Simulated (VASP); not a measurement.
# Al3Ni5 (Cmmm) in VASP: relaxation of cell and atoms with PBEsol

Aim: the relaxation of cell and atoms of Al3Ni5 with PBEsol.

Everything below comes from runs of VASP 6.6.1. Logs are shortened: lines on timing, memory, paths and dates and some standing lists are left out, and cuts for length are marked.

## (1) The cell of the first run

Symmetry: Cmmm, No. 65, orthorhombic system. The conventional cell has a = 6.556 Å, b = 7.401 Å, c = 3.725 Å, α = 90.00°, β = 90.00°, γ = 90.00°. Al (site symmetry mmm) has 8 Ni at 2.37 to 2.47 Å and 4 Al at 2.78 Å within 3.1 Å. Within 3.4 Å of Al (site symmetry m2m) lie 10 Ni at 2.44 to 2.53 Å and 5 Al at 2.78 to 3.31 Å. Within 3.3 Å of Ni (site symmetry mmm) lie 8 Ni at 2.47 to 2.60 Å and 6 Al at 2.48 to 3.28 Å. Within 3.3 Å of Ni (site symmetry 2/m) lie 6 Al at 2.47 to 2.49 Å and 8 Ni at 2.47 to 3.28 Å. Ni (site symmetry 2mm) has 6 Al at 2.37 to 2.53 Å and 7 Ni at 2.60 to 2.94 Å within 3.1 Å.

## (2) Relaxation of cell and atoms, PBEsol

INCAR

```
SYSTEM = Al3Ni5
PREC = Accurate ; ENCUT = 600
EDIFF = 1E-6 ; ISMEAR = 0
SIGMA = 0.1 ; LREAL = .FALSE.
LASPH = .TRUE. ; NELM = 80
ALGO = Fast ; ISIF = 3
LWAVE = .FALSE. ; LCHARG = .FALSE.
GGA = PS ; IBRION = 2
NSW = 80 ; EDIFFG = -0.01
```

KPOINTS

```
Automatic mesh
0
G
  8 8 10
  0 0 0
```

POSCAR

```
Al3Ni5
1.0
    3.2778494058     -3.7004715487      0.0000000000
    3.2778494058      3.7004715487      0.0000000000
    0.0000000000      0.0000000000      3.7252733700
Al Ni
3 5
Direct
    0.5000000000      0.5000000000      0.0000000000
    0.7787370100      0.2212629900      0.5000000000
    0.2212629900      0.7787370100      0.5000000000
    0.0000000000      0.0000000000      0.0000000000
    0.0000000000      0.5000000000      0.0000000000
    0.5000000000      0.0000000000      0.0000000000
    0.2758920500      0.2758920500      0.5000000000
    0.7241079500      0.7241079500      0.5000000000
```

Potentials or basis: VASP PAW PBE potentials, release 64 (Al, Ni).

On the command line:

```
$ cat potpaw_PBE.64/Al/POTCAR potpaw_PBE.64/Ni/POTCAR > POTCAR
$ mpirun -np 1 vasp_std > vasp.out
```

OUTCAR:

```text
SYSTEM = Al3Ni5
   PREC = Accurate
   ENCUT = 600
   EDIFF = 1E-6
   ISMEAR = 0
   LREAL = .FALSE.
   LASPH = .TRUE.
   NELM = 80
   ISIF = 3
   GGA = PS
   IBRION = 2
   NSW = 80
   EDIFFG = -0.01

 ion  position               nearest neighbor table
   1  0.500  0.500  0.000-   7 2.37   8 2.37   7 2.37   8 2.37   5 2.47   6 2.47   6 2.47   5 2.47
                             2 2.78   3 2.78   2 2.78   3 2.78
   2  0.779  0.221  0.500-   7 2.44   8 2.44   4 2.48   4 2.48   6 2.49   5 2.49   5 2.49   6 2.49
                             8 2.53   7 2.53   1 2.78   1 2.78   3 3.28   3 3.31   3 3.31
   3  0.221  0.779  0.500-   7 2.44   8 2.44   4 2.48   4 2.48   6 2.49   5 2.49   5 2.49   6 2.49
                             8 2.53   7 2.53   1 2.78   1 2.78   2 3.28   2 3.31   2 3.31
   4  0.000  0.000  0.000-   5 2.47   6 2.47   5 2.47   6 2.47   2 2.48   3 2.48   2 2.48   3 2.48
                             7 2.60   8 2.60   7 2.60   8 2.60
   5  0.000  0.500  0.000-   1 2.47   4 2.47   4 2.47   1 2.47   2 2.49   3 2.49   3 2.49   2 2.49
                             7 2.63   8 2.63   7 2.63   8 2.63
   6  0.500  0.000  0.000-   1 2.47   4 2.47   1 2.47   4 2.47   2 2.49   3 2.49   3 2.49   2 2.49
                             7 2.63   8 2.63   7 2.63   8 2.63
   7  0.276  0.276  0.500-   1 2.37   1 2.37   3 2.44   2 2.44   2 2.53   3 2.53   4 2.60   4 2.60
                             5 2.63   6 2.63   5 2.63   6 2.63   8 2.94
   8  0.724  0.724  0.500-   1 2.37   1 2.37   3 2.44   2 2.44   2 2.53   3 2.53   4 2.60   4 2.60
                             5 2.63   6 2.63   5 2.63   6 2.63   7 2.94

  LATTYP: Found a base centered orthorhombic cell.
 ALAT       =     6.5556988116
 B/A-ratio  =     1.1289327515
 C/A-ratio  =     0.5682496218

  Lattice vectors:

 A1 = (   3.2778494058,  -3.7004715487,   0.0000000000)
 A2 = (   3.2778494058,   3.7004715487,   0.0000000000)
 A3 = (   0.0000000000,   0.0000000000,   3.7252733700)

Analysis of symmetry for initial positions (statically):
=====================================================================
 Subroutine PRICEL returns:
 Original cell was already a primitive cell.

 Routine SETGRP: Setting up the symmetry group for a
 base centered orthorhombic supercell.

 Subroutine GETGRP returns: Found  8 space group operations
 (whereof  8 operations were pure point group operations)
 out of a pool of  8 trial point group operations.

The static configuration has the point symmetry D_2h.

Analysis of symmetry for dynamics (positions and initial velocities):
=====================================================================
 Subroutine PRICEL returns:
 Original cell was already a primitive cell.

 Routine SETGRP: Setting up the symmetry group for a
 base centered orthorhombic supercell.

 Subroutine GETGRP returns: Found  8 space group operations
 (whereof  8 operations were pure point group operations)
 out of a pool of  8 trial point group operations.

The dynamic configuration has the point symmetry D_2h.

 Subroutine INISYM returns: Found  8 space group operations
 (whereof  8 operations are pure point group operations),
 and found     1 'primitive' translations

----------------------------------------------------------------------------------------

                                     Primitive cell

  volume of cell :      90.3721

  direct lattice vectors                    reciprocal lattice vectors
     3.277849406 -3.700471549  0.000000000     0.152539040 -0.135117915  0.000000000
     3.277849406  3.700471549  0.000000000     0.152539040  0.135117915  0.000000000
     0.000000000  0.000000000  3.725273370     0.000000000  0.000000000  0.268436676

  length of vectors
     4.943458952  4.943458952  3.725273370     0.203776862  0.203776862  0.268436676

  position of ions in fractional coordinates (direct lattice)
     0.500000000  0.500000000  0.000000000
     0.778737010  0.221262990  0.500000000
     0.221262990  0.778737010  0.500000000
     0.000000000  0.000000000  0.000000000
     0.000000000  0.500000000  0.000000000
     0.500000000  0.000000000  0.000000000
     0.275892050  0.275892050  0.500000000
     0.724107950  0.724107950  0.500000000

  ion indices of the primitive-cell ions
   primitive index   ion index
                 1           1
                 2           2
                 3           3
                 4           4
                 5           5
                 6           6
                 7           7
                 8           8

----------------------------------------------------------------------------------------

 KPOINTS: Automatic mesh

Automatic generation of k-mesh.
 Grid dimensions read from file:
 generate k-points for:    8    8   10

 Generating k-lattice:

  Cartesian coordinates                     Fractional coordinates (reciprocal lattice)
     0.019067380 -0.016889739  0.000000000     0.125000000  0.000000000  0.000000000
     0.019067380  0.016889739  0.000000000     0.000000000  0.125000000  0.000000000
     0.000000000  0.000000000  0.026843668     0.000000000  0.000000000  0.100000000

  Length of vectors
     0.025472108  0.025472108  0.026843668

  Shift w.r.t. Gamma in fractional coordinates (k-lattice)
     0.000000000  0.000000000  0.000000000

 Subroutine IBZKPT returns following result:
 ===========================================

 Found    126 irreducible k-points:

 Following reciprocal coordinates:
            Coordinates               Weight
  0.000000  0.000000  0.000000      1.000000
  0.125000 -0.000000  0.000000      4.000000
  0.250000 -0.000000  0.000000      4.000000
  0.375000  0.000000  0.000000      4.000000
  0.500000 -0.000000  0.000000      2.000000
  0.125000  0.125000  0.000000      2.000000
[... 16 lines left out ...]
  0.125000 -0.000000  0.100000      8.000000
  0.250000 -0.000000  0.100000      8.000000
 [... further k-points ...]
   k-points           NKPTS =    126   k-points in BZ     NKDIM =    126   number of bands    NBANDS=     35
   number of dos      NEDOS =    301   number of ions     NIONS =      8
   total plane-waves  NPLWV =  48000
   dimension x,y,z NGX =    40 NGY =   40 NGZ =   30
   dimension x,y,z NGXF=    80 NGYF=   80 NGZF=   60
   ions per type =               3   5
   NGX,Y,Z   is equivalent  to a cutoff of  13.45, 13.45, 13.39 a.u.
   NGXF,Y,Z  is equivalent  to a cutoff of  26.90, 26.90, 26.78 a.u.
 SYSTEM =  Al3Ni5
   PREC   = accura    normal or accurate (medium, high low for compatibility)
   ISTART =      0    job   : 0-new  1-cont  2-samecut
   ICHARG =      2    charge: 1-file 2-atom 10-const
   ISPIN  =      1    spin polarized calculation?
   LNONCOLLINEAR =      F non collinear calculations
   LSORBIT =      F    spin-orbit coupling
   LASPH  =      T    aspherical Exc in radial PAW
   ENCUT  =  600.0 eV  44.10 Ry    6.64 a.u.   9.87  9.87  7.44*2*pi/ulx,y,z
   NELM   =     80;   NELMIN=  2; NELMDL= -5     # of ELM steps
   EDIFF  = 0.1E-05   stopping-criterion for ELM
   LREAL  =      F    real-space projection
   EDIFFG = -.1E-01   stopping-criterion for IOM
   NSW    =     80    number of steps for IOM
   IBRION =      2    ionic relax: 0-MD 1-quasi-New 2-CG
   NFREE  =      1    steps in history (QN), initial steepest desc. (CG)
   ISIF   =      3    stress and relaxation
   ISYM   =      2    0-nonsym 1-usesym 2-fastsym
   POTIM  = 0.5000    time-step for ionic-motion
   TEBEG  =    0.0;   TEEND  =   0.0 temperature during run
   PSTRESS=    0.0 pullay stress
   NELECT =      59.0000    total number of electrons
   NUPDOWN=      -1.0000    fix difference up-down
   EMIN   =  10.00;   EMAX   =-10.00  energy-range for DOS
   EFERMI =   0.00;   METHOD = LEGACY
   ISMEAR =     0;   SIGMA  =   0.10  broadening in eV -4-tet -1-fermi 0-gaus
   EFERMI_NEDOS =   21; number of points for ismear=-14 and -15
   IALGO  =     68    algorithm
   IMIX   =      4    mixing-type and parameters
     AMIX     =   0.40;   BMIX     =  1.00
     AMIX_MAG =   1.60;   BMIX_MAG =  1.00
  volume/ion in A,a.u.               =      11.30        76.23
  Fermi-wavevector in a.u.,A,eV,Ry     =   1.420193  2.683776 27.442254  2.016949
  Thomas-Fermi vector in A             =   2.541134
   LORBIT       =      0    0 simple, 1 ext, 2 COOP (PROOUT), +10 PAW based schemes
   GGA     = PS    functional components
   LHFCALC =     F    Hartree Fock is set to
   AEXX    =    0.0000 exact exchange contribution
   IVDW    =     0    specifies the selected vdW correction
   LEPSILON=     F    determine dielectric tensor
   LRPA    =     F    only Hartree local field effects (RPA)
 conjugate gradient relaxation of ions
 non-spin polarized calculation
 RMM-DIIS sequential band-by-band and
 Gauss-broadening in eV      SIGMA  =   0.10
  energy-cutoff  :      600.00
  volume of cell :       90.37
 maximum number of plane-waves:      3036
   NGX = 19   NGY = 19   NGZ = 15

--------------------------------------- Ionic step        1  -------------------------------------------

 number of electron      58.9999975 magnetization

 Free energy of the ion-electron system (eV)
  ---------------------------------------------------
  ext. energy  EPLUGINS =         0.00000000
  ---------------------------------------------------
  free energy    TOTEN  =       -47.61793247 eV

  energy without entropy =      -47.59638316  energy(sigma->0) =      -47.60715782

------------------------ aborting loop because EDIFF is reached ----------------------------------------

  FORCE on cell =-STRESS in cart. coord.  units (eV):
  Direction    XX          YY          ZZ          XY          YZ          ZX
  --------------------------------------------------------------------------------------
  -------------------------------------------------------------------------------------
  Total        0.2179714      0.1163981      0.1623439      0.0000000      0.0000000      0.0000000
  in kB        3.8643457      2.0635850      2.8781436      0.0000000      0.0000000      0.0000000
  external PRESSURE =       2.9353581 kB  Pullay stress =       0.0000000 kB
[... 195 lines left out ...]
  energy  without entropy=      -47.5971008972  energy(sigma->0) =      -47.60776757

--------------------------------------- Ionic step        6  -------------------------------------------

 number of electron      58.9999973 magnetization

 Free energy of the ion-electron system (eV)
  ---------------------------------------------------
  ext. energy  EPLUGINS =         0.00000000
  ---------------------------------------------------
  free energy    TOTEN  =       -47.61850680 eV

  energy without entropy =      -47.59726845  energy(sigma->0) =      -47.60788762

 E-fermi :  10.0628     XC(G=0): -12.6226

 val. band max:       10.0598915147   @ k =   0.3750   0.3750   0.4000
 cond. band min:      10.0627644742   @ k =   0.5000   0.3750   0.5000
 fundamental gap:      0.0028729595
 Fermi energy:        10.0627564054

 k-point     1 :       0.0000    0.0000    0.0000
  band No.  band energies     occupation
      1      -0.8164      2.00000
      2       3.9666      2.00000
      3       4.1107      2.00000
      4       4.9847      2.00000
      5       5.5988      2.00000
      6       5.7485      2.00000
[... 901 lines left out ...]
     34      13.5908      0.00000
     35      15.0846      0.00000

 [... further k-points ...]
[... 5 lines left out ...]
  --------------------------------------------------------------------------------------
  -------------------------------------------------------------------------------------
  Total       -0.0222174     -0.0718173     -0.0510026      0.0000000      0.0000000      0.0000000
  in kB       -0.3931996     -1.2710115     -0.9026368      0.0000000      0.0000000      0.0000000
  external PRESSURE =      -0.8556160 kB  Pullay stress =       0.0000000 kB
[... 23 lines left out ...]
  FREE ENERGIE OF THE ION-ELECTRON SYSTEM (eV)
  ---------------------------------------------------
  free  energy   TOTEN  =       -47.6185067966 eV

  energy  without entropy=      -47.5972684495  energy(sigma->0) =      -47.60788762

 reached required accuracy - stopping structural energy minimisation
```

Run time: 15 min. Hardware: 1 thread of AMD EPYC 9R45 (Zen 5), shared host; peak memory 0.46 GiB.

What came out:

```yaml
Free_energy: -47.6185 eV
Relaxed_volume: 11.32 Å³/atom
Relaxed_cell: a = 4.946 Å, b = 4.946 Å, c = 3.726 Å, α = 90.00°, β = 90.00°, γ = 96.78°
Space_group_after_relaxing_to_0.1_Å: Cmmm (No. 65)
Energy_gained_by_relaxing: 0.1 meV/atom
Ionic_steps: 6
Pressure_after_relaxing: -0.1 GPa
Largest_force_after_relaxing: 0.008 eV/Å
Band_gap_on_the_k_mesh: zero (an odd number of electrons rules out a gap without spin polarisation)
```

Forces on the atoms (eV/Å):
```
Al   0.000  0.000  0.000
Al   0.000  0.002  0.000
Al   0.000 -0.002  0.000
Ni   0.000  0.000  0.000
Ni   0.000  0.000  0.000
Ni   0.000  0.000  0.000
Ni   0.008  0.000  0.000
Ni  -0.008  0.000  0.000
```

Step by step:
| step | energy change (eV) | largest force (eV/Å) | pressure (GPa) | volume (Å³) |
| --- | --- | --- | --- | --- |
| 1 | 0.0000 | 0.0511 | 0.29 | 90.37 |
| 2 | -0.0002 | 0.0313 | -0.21 | 90.64 |
| 3 | -0.0003 | 0.0372 | -0.15 | 90.57 |
| 4 | -0.0004 | 0.0153 | -0.04 | 90.55 |
| 5 | -0.0005 | 0.0237 | 0.01 | 90.53 |
| 6 | -0.0006 | 0.0084 | -0.09 | 90.53 |

Final structure:
```cif
data_structure
_symmetry_space_group_name_H-M 'P 1'
_symmetry_Int_Tables_number 1
_cell_length_a 4.9463
_cell_length_b 4.9463
_cell_length_c 3.7263
_cell_angle_alpha 90.000
_cell_angle_beta 90.000
_cell_angle_gamma 96.778
_cell_volume 90.53
loop_
_atom_site_label
_atom_site_type_symbol
_atom_site_fract_x
_atom_site_fract_y
_atom_site_fract_z
_atom_site_occupancy
Al1 Al 0.50000 0.50000 0.00000 1
Al2 Al 0.77971 0.22029 0.50000 1
Al3 Al 0.22029 0.77971 0.50000 1
Ni1 Ni 0.00000 0.00000 0.00000 1
Ni2 Ni 0.00000 0.50000 0.00000 1
Ni3 Ni 0.50000 0.00000 0.00000 1
Ni4 Ni 0.27616 0.27616 0.50000 1
Ni5 Ni 0.72384 0.72384 0.50000 1
```

Caveat: the PAW data sets were made with another functional, which shifts forces and pressure a little.
